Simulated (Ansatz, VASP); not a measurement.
# MoS2 in VASP and in Ansatz

Contents of INCAR:

```
ALGO = Normal ; EDIFF = 1E-6
ENCUT = 520 ; GGA = PE
ISIF = 2 ; ISMEAR = 0
LASPH = True ; LCHARG = False
LREAL = False ; LWAVE = False
NBANDS = 20 ; NELM = 60
PREC = Accurate ; SIGMA = 0.1
```

The input KPOINTS:

```
k-points
0
Gamma
  3 3 3
```

The input POSCAR:

```
MoS2
1.0
    1.5800000000      0.9122100000      6.1500000000
   -1.5800000000      0.9122100000      6.1500000000
    0.0000000000     -1.8244300000      6.1500000000
Mo S
1 2
Direct
    0.0000000000      0.0000000000      0.0000000000
    0.2500000000      0.2500000000      0.2500000000
    0.4170000000      0.4170000000      0.4170000000
```

Input for Ansatz:

```yaml
crystal:
  lattice:
    - [1.58, 0.91221, 6.15]
    - [-1.58, 0.91221, 6.15]
    - [0.0, -1.82443, 6.15]
  atoms:
    - { symbol: Mo, position: [0.0, 0.0, 0.0] }
    - { symbol: S, position: [0.25, 0.25, 0.25] }
    - { symbol: S, position: [0.417, 0.417, 0.417] }
kpoints:
  mp_grid:
    grid: [3, 3, 3]
hamiltonian:
  xc: pbe
  pseudopotentials:
    kind: paw
scf:
  occupations:
    method: gaussian
    width: 0.1
output:
  stress: true
```

Alike in both runs: task single point; functional PBE; k mesh 3 × 3 × 3; occupations gaussian, width 0.1 eV; no spin polarisation.

|  | VASP | Ansatz |
| --- | --- | --- |
| version | VASP 6.6.1 | Ansatz 0.2.0 |
| potentials or method | VASP PAW PBE potentials, release 64 (Mo_sv, S) | plane waves, PAW |
| plane-wave cutoff (eV) | 520 | 420 |
| valence electrons in the cell | 26 | 26 |

VASP gave:

```
pressure (GPa)                                                : 5.1
traceless stress, the component that is largest in VASP (GPa) : 0.95
```

**Question.** What did Ansatz give for the same quantities?

**Answer.** Pressure (GPa): 5.2; traceless stress, the component that is largest in VASP (GPa): 1.01.

The k mesh is coarse, so the values compare programs but aren't converged.
